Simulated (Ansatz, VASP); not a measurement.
## Ga2O3 in VASP and in Ansatz

The input INCAR:

```
SYSTEM = Ga2O3
PREC = Accurate
ENCUT = 600
EDIFF = 1E-6
ISMEAR = 0
SIGMA = 0.02
LREAL = .False.
LASPH = .True.
NELM = 80
ALGO = Normal
ISIF = 3
LWAVE = .False.
LCHARG = .False.
GGA = PS
IBRION = 2
NSW = 100
EDIFFG = -0.005
```

Contents of KPOINTS:

```
regular mesh
0
Gamma
  6 6 6
  0 0 0
```

Contents of POSCAR:

```
Ga2O3
1.0
    2.4912496591      1.4383236613      4.4776700000
   -2.4912496591      1.4383236613      4.4776700000
    0.0000000000     -2.8766473226      4.4776700000
Ga O
4 6
Direct
    0.3554000000      0.3554000000      0.3554000000
    0.1446000000      0.1446000000      0.1446000000
    0.6446000000      0.6446000000      0.6446000000
    0.8554000000      0.8554000000      0.8554000000
    0.5549000000      0.9451000000      0.2500000000
    0.2500000000      0.5549000000      0.9451000000
    0.9451000000      0.2500000000      0.5549000000
    0.4451000000      0.0549000000      0.7500000000
    0.7500000000      0.4451000000      0.0549000000
    0.0549000000      0.7500000000      0.4451000000
```

Input for Ansatz:

```yaml
crystal:
  lattice:
    - [2.4912496591, 1.4383236613, 4.47767]
    - [-2.4912496591, 1.4383236613, 4.47767]
    - [0.0, -2.8766473226, 4.47767]
  atoms:
    - { symbol: Ga, position: [0.3554, 0.3554, 0.3554] }
    - { symbol: Ga, position: [0.1446, 0.1446, 0.1446] }
    - { symbol: Ga, position: [0.6446, 0.6446, 0.6446] }
    - { symbol: Ga, position: [0.8554, 0.8554, 0.8554] }
    - { symbol: O, position: [0.5549, 0.9451, 0.25] }
    - { symbol: O, position: [0.25, 0.5549, 0.9451] }
    - { symbol: O, position: [0.9451, 0.25, 0.5549] }
    - { symbol: O, position: [0.4451, 0.0549, 0.75] }
    - { symbol: O, position: [0.75, 0.4451, 0.0549] }
    - { symbol: O, position: [0.0549, 0.75, 0.4451] }
basis:
  ecutwfc: 420
kpoints:
  mp_grid: { grid: [6, 6, 6] }
hamiltonian:
  xc: pbesol
  pseudopotentials: { kind: paw, azcp: { folder: soft_1 } }
scf:
  occupations: { method: gaussian, width: 0.02 }
output:
  forces: true
  stress: true
  eigenvalues: true
relax:
  adjacent_minimum: "off"
  f_tol: 0.005
  max_steps: 80
  cell: { stress_tol: 0.05 }
```

Alike in both runs: task relaxation of cell and atoms; functional PBEsol; k mesh 6 × 6 × 6; occupations gaussian, width 0.02 eV; no spin polarisation.

```csv
,VASP,Ansatz
version,VASP 6.6.1,Ansatz 0.2.0
potentials or method,"VASP PAW PBE potentials, release 64 (Ga_d, O), cutoff 600 eV","scalar-relativistic, plane waves, PAW"
valence electrons in the cell,88,88
```

|  | VASP | Ansatz | Ansatz less VASP |
| --- | --- | --- | --- |
| gap on the k mesh at the Fermi level, each at its own relaxed structure (eV) | 2.68 | 2.70 | +0.020 |
| relaxed volume (Å³/atom) | 9.73 | 9.71 | -0.018 |
| relaxed length of the cell vector where the two differ most in proportion (Å) | 5.335 | 5.332 | -0.0028 |

VASP's potentials were made for PBE, not for PBEsol, and Ansatz warns of the same on its side.
